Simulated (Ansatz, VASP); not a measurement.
# One calculation of CsSbSI2, two programs

```
CELL_PARAMETERS angstrom
6.16024 0.00000 0.00000
0.00000 6.16024 0.00000
0.00000 0.00000 5.26027
ATOMIC_POSITIONS crystal
Cs 0.00000 0.00000 0.00000
Sb 0.50000 0.50000 0.50000
S 0.50000 0.50000 0.00000
I 0.00000 0.50000 0.50000
I 0.50000 0.00000 0.50000
```

Alike in both runs: task single point; functional PBE; k mesh 6 × 6 × 8; occupations gaussian, width 0.05 eV; no spin polarisation.

```csv
,VASP,Ansatz
version,VASP 6.6.1,Ansatz 0.2.0
potentials or method,"VASP PAW PBE potentials, release 64 (Cs_sv, Sb, S, I), cutoff 520 eV","scalar-relativistic, plane waves, PAW"
valence electrons in the cell,34,64
```

|  | VASP | Ansatz | Ansatz less VASP |
| --- | --- | --- | --- |
| gap on the k mesh at the Fermi level (eV) | none | none | - |
| pressure (GPa) | 0.1 | 0.1 | +0.04 |
| traceless stress, the component that is largest in VASP (GPa) | -1.43 | -1.43 | +0.004 |

A gap of «none» marks a metal or a gap that the smearing closes. VASP's potentials hold 34 valence electrons a cell and Ansatz's 64, so a difference there can come from the potentials and not from the codes.

Neither program's run includes spin-orbit coupling.
